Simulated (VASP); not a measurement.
Ti: single point with PBE

Ti:

```
Ti
1.0
     0.00434    2.09366    2.12793
     2.06991   -0.01567    2.14794
     2.02253    2.06630    0.03171
Ti
1
Direct
  0.00000 0.00000 0.00000
```

This cell differs from its parent crystal: the cell strained at random.

```
Program                : VASP 6.6.1
Task                   : single point
Functional             : PBE
Potentials or basis    : VASP PAW PBE potentials, release 64 (Ti_sv)
Cutoff                 : 520 eV
k mesh                 : 16 × 16 × 16
Occupations            : gaussian, width 0.1 eV
Spin                   : no spin polarisation
Dipole correction      : no
Further INCAR settings : ALGO = Fast; EDIFF = 1e-06; NBANDS = 12
```

```
Pressure               : -4.4 GPa
Band gap on the k mesh : zero (bands 6 and 7 overlap by 1.18 eV)
```

Stress tensor (GPa, compression positive):
```
-3.72  1.12 -1.31
 1.12 -4.32 -0.28
-1.31 -0.28 -5.02
```

Levels at points of the mesh, in eV from the Fermi level:
```csv
k point,band 3,band 4,band 5,band 6,band 7,band 8,band 9,band 10
"(0.00, 0.00, 0.00)",-32.69,-32.67,-5.99,0.67,0.79,1.09,2.25,2.53
"(0.50, 0.00, 0.00)",-32.78,-32.74,-2.49,0.52,0.54,0.98,3.30,3.47
"(0.00, 0.50, 0.00)",-32.76,-32.73,-2.52,0.38,0.54,1.03,3.34,3.40
"(0.50, 0.50, 0.00)",-32.90,-32.85,-2.44,-1.56,2.35,3.38,3.58,3.70
"(0.00, 0.00, 0.50)",-32.80,-32.77,-2.46,0.61,0.77,0.78,3.33,3.52
"(0.50, 0.00, 0.50)",-32.92,-32.86,-2.43,-1.58,2.64,3.37,3.54,3.75
"(0.00, 0.50, 0.50)",-32.92,-32.90,-2.41,-1.64,3.03,3.35,3.62,3.71
"(0.50, 0.50, 0.50)",-32.77,-32.75,-2.49,0.51,0.61,0.91,3.26,3.48
```

It took 6.5 min on 1 thread of AMD EPYC 9R45 96-Core Processor (Zen 5) (shared host), peak memory 0.49 GiB.

Caveat: the cell differs from its parent crystal (the cell strained at random); the cell stands under tension.
